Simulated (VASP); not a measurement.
# Si3N in VASP: further runs, part 3 of 3

VASP 6.6.1. The steps go on from the part before.

### 6 Single point, PBE+D3(BJ)

INCAR

```
SYSTEM = Si3N
ALGO = Normal
DIPOL = 0.5 0.5 0.321
EDIFF = 1E-6
ENCUT = 520
GGA = PE
IDIPOL = 3
ISIF = 2
ISMEAR = 0
IVDW = 12
LASPH = .True.
LCHARG = .False.
LDIPOL = .True.
LREAL = .False.
LWAVE = .False.
NBANDS = 27
NELM = 100
PREC = Accurate
SIGMA = 0.05
```

KPOINTS

```
k-points
0
Gamma
  7 5 1
  0 0 0
```

POSCAR

```
Si3N
1.0
    3.8333442755      0.0000000000      0.0000000000
    0.0000000000      5.4211674636      0.0000000000
    0.0000000000      0.0000000000     22.4877586337
Si N
6 2
Direct
    0.5000000000      0.0000000000      0.1778745523
    0.0000000000      0.2500000000      0.1778745523
    0.0000000000      0.5038839981      0.2608672216
    0.5000000000      0.7461160019      0.2608672216
    0.5000000000      0.0086033066      0.3418641564
    0.0000000000      0.2413966934      0.3418641564
    1.0000000000      0.0086033066      0.4797169344
    1.0000000000      0.0086033066      0.5286324363
```

Potentials or basis: VASP PAW PBE potentials, release 64 (Si, N).

Command:

```sh
> cat potpaw_PBE.64/Si/POTCAR potpaw_PBE.64/N/POTCAR > POTCAR
> mpirun -np 1 vasp_std > vasp.out
```

OUTCAR:

```text
SYSTEM = Si3N
   EDIFF = 1E-6
   ENCUT = 520
   GGA = PE
   ISIF = 2
   ISMEAR = 0
   IVDW = 12
   LASPH = .True.
   LREAL = .False.
   NELM = 100
   PREC = Accurate
 IVDW          = 12

 ion  position               nearest neighbor table
   1  0.500  0.000  0.178-   4 2.32   2 2.35   2 2.35
   2  0.000  0.250  0.178-   3 2.32   1 2.35   1 2.35
   3  0.000  0.504  0.261-   6 2.31   2 2.32   4 2.32   4 2.32
   4  0.500  0.746  0.261-   5 2.31   1 2.32   3 2.32   3 2.32
   5  0.500  0.009  0.342-   6 2.29   6 2.29   4 2.31
   6  0.000  0.241  0.342-   5 2.29   5 2.29   3 2.31
   7  0.000  0.009  0.480-   8 1.10
   8  0.000  0.009  0.529-   7 1.10

  LATTYP: Found a simple orthorhombic cell.
 ALAT       =     3.8333442755
 B/A-ratio  =     1.4142135624
 C/A-ratio  =     5.8663550721

  Lattice vectors:

 A1 = (   3.8333442755,   0.0000000000,   0.0000000000)
 A2 = (   0.0000000000,   5.4211674636,   0.0000000000)
 A3 = (   0.0000000000,   0.0000000000,  22.4877586337)

Analysis of symmetry for initial positions (statically):
=====================================================================
 Subroutine PRICEL returns:
 Original cell was already a primitive cell.

 Routine SETGRP: Setting up the symmetry group for a
 simple orthorhombic supercell.

 Subroutine GETGRP returns: Found  2 space group operations
 (whereof  2 operations were pure point group operations)
 out of a pool of  8 trial point group operations.

The static configuration has the point symmetry C_1h.

Analysis of symmetry for dynamics (positions and initial velocities):
=====================================================================
 Subroutine PRICEL returns:
 Original cell was already a primitive cell.

 Routine SETGRP: Setting up the symmetry group for a
 simple orthorhombic supercell.

 Subroutine GETGRP returns: Found  2 space group operations
 (whereof  2 operations were pure point group operations)
[... 131 lines left out ...]
   LRPA    =     F    only Hartree local field effects (RPA)
 non-spin polarized calculation
 Gauss-broadening in eV      SIGMA  =   0.05
  energy-cutoff  :      520.00
  volume of cell :      467.32
 maximum number of plane-waves:     12627
 NGX is ok and might be reduce to    30
   NGX = 15   NGY = 21   NGZ = 83

 dipolmoment           0.000000      0.000000      0.000011 electrons x Angstroem

 number of electron      34.0000001 magnetization

 dipolmoment           0.000000      0.000000     -0.011847 electrons x Angstroem

 Free energy of the ion-electron system (eV)
  ---------------------------------------------------
  ext. energy  EPLUGINS =         0.00000000
  ---------------------------------------------------
  free energy    TOTEN  =       -44.97144327 eV

  energy without entropy =      -44.96500464  energy(sigma->0) =      -44.96822395

 E-fermi :  -1.6736     XC(G=0):  -3.8056

 val. band max:       -1.6915877815   @ k =   0.2857   0.2000   0.0000
 cond. band min:      -1.6542051951   @ k =   0.2857   0.4000   0.0000
 fundamental gap:      0.0373825865
 Fermi energy:        -1.6735622385

 k-point     1 :       0.0000    0.0000    0.0000
  band No.  band energies     occupation
      1     -25.6207      2.00000
      2     -13.1099      2.00000
      3     -11.3012      2.00000
      4     -10.7271      2.00000
      5      -9.7955      2.00000
      6      -8.8831      2.00000
[... 349 lines left out ...]
     26       2.7533      0.00000
     27       3.2410      0.00000

------------------------ aborting loop because EDIFF is reached ----------------------------------------

 vacuum level on the upper side and lower side of the slab       (xc-potential included)        -0.184        -0.083

 Edisp (eV)   -1.64211

 E8    (eV) :    -0.6962

  FORCE on cell =-STRESS in cart. coord.  units (eV):
  Direction    XX          YY          ZZ          XY          YZ          ZX
  --------------------------------------------------------------------------------------
  -------------------------------------------------------------------------------------
  Total       0.19597     0.20171     3.04414     0.00000    -0.10747     0.00000
  in kB       0.67185     0.69155    10.43659     0.00000    -0.36844     0.00000
  external pressure =        3.93 kB  Pullay stress =        0.00 kB

 VOLUME and BASIS-vectors are now :
 -----------------------------------------------------------------------------
  energy-cutoff  :      520.00
  volume of cell :      467.32
      direct lattice vectors                 reciprocal lattice vectors
     3.833344276  0.000000000  0.000000000     0.260868821  0.000000000  0.000000000
     0.000000000  5.421167464  0.000000000     0.000000000  0.184462112  0.000000000
     0.000000000  0.000000000 22.487758634     0.000000000  0.000000000  0.044468638

 POSITION                                       TOTAL-FORCE (eV/Angst)
 -----------------------------------------------------------------------------------
      1.91667      0.00000      4.00000         0.000000      0.569126     -0.029904
      0.00000      1.35529      4.00000         0.000000     -0.561379     -0.047844
      0.00000      2.73164      5.86632         0.000000     -0.102466     -0.008659
      1.91667      4.04482      5.86632         0.000000      0.087110     -0.019233
      1.91667      0.04664      7.68776         0.000000     -0.001048      0.003333
      0.00000      1.30865      7.68776         0.000000      0.047573     -0.012973
      0.00000      0.04664     10.78776         0.000000     -0.052253     -2.116427
      0.00000      0.04664     11.88776         0.000000      0.013336      2.231707
 -----------------------------------------------------------------------------------
    total drift:                               -0.000000      0.000160     -0.000546

  FREE ENERGIE OF THE ION-ELECTRON SYSTEM (eV)
  ---------------------------------------------------
  free  energy   TOTEN  =       -46.6135571961 eV

  energy  without entropy=      -46.6071185701  energy(sigma->0) =      -46.61033788

 vacuum level on the upper side and lower side of the slab         2.950         3.055
```

OSZICAR:

```text
N       E                     dE             d eps       ncg     rms          rms(c)
DAV:   1     0.187383099317E+03    0.18738E+03   -0.11155E+04   680   0.904E+02
DAV:   2    -0.183828849517E+02   -0.20577E+03   -0.19661E+03   919   0.174E+02
DAV:   3    -0.460687709365E+02   -0.27686E+02   -0.27406E+02   840   0.654E+01
[... 16 lines left out ...]
DAV:  20    -0.449714264110E+02   -0.85441E-05   -0.11442E-06   680   0.427E-03    0.208E-03
DAV:  21    -0.449714380867E+02   -0.11676E-04   -0.74106E-07   607   0.328E-03    0.105E-03
DAV:  22    -0.449714401574E+02   -0.20707E-05   -0.25638E-07   586   0.171E-03    0.108E-03
DAV:  23    -0.449714426049E+02   -0.24474E-05   -0.14079E-07   598   0.125E-03    0.411E-04
DAV:  24    -0.449714432667E+02   -0.66187E-06   -0.48356E-08   581   0.730E-04
   1 F= -.46613557E+02 E0= -.46610338E+02  d E =-.643863E-02
```

stdout:

```text
POSCAR found type information on POSCAR SiN
 POSCAR found :  2 types and       8 ions
 scaLAPACK will be used
 LDA part: xc-table for (Slater+PW92), standard interpolation
 POSCAR, INCAR and KPOINTS ok, starting setup
 FFT: planning ... GRIDC
 FFT: planning ... GRID_SOFT
 FFT: planning ... GRID
 WAVECAR not read
 entering main loop
```

Run time: 3.2 min. Hardware: 1 thread of Intel Xeon Platinum 8375C at 2.90GHz (Ice Lake), shared host; peak memory 0.54 GiB.

What came out:

```
Free energy                : -46.6136 eV
Largest force              : 2.232 eV/Å
Band gap on the k mesh     : zero (band 17 reaches -1.49 eV, above the bottom of band 18 at -1.78 eV)
Dispersion energy per atom : -0.205 eV
```

Forces in eV/Å, atoms in the order of the input:
```
Si   0.000  0.569 -0.030
Si   0.000 -0.561 -0.048
Si   0.000 -0.102 -0.009
Si   0.000  0.087 -0.019
Si   0.000 -0.001  0.003
Si   0.000  0.048 -0.013
N    0.000 -0.052 -2.116
N    0.000  0.013  2.232
```

Caveat: the standard files for N, O and F lose accuracy on very short bonds.
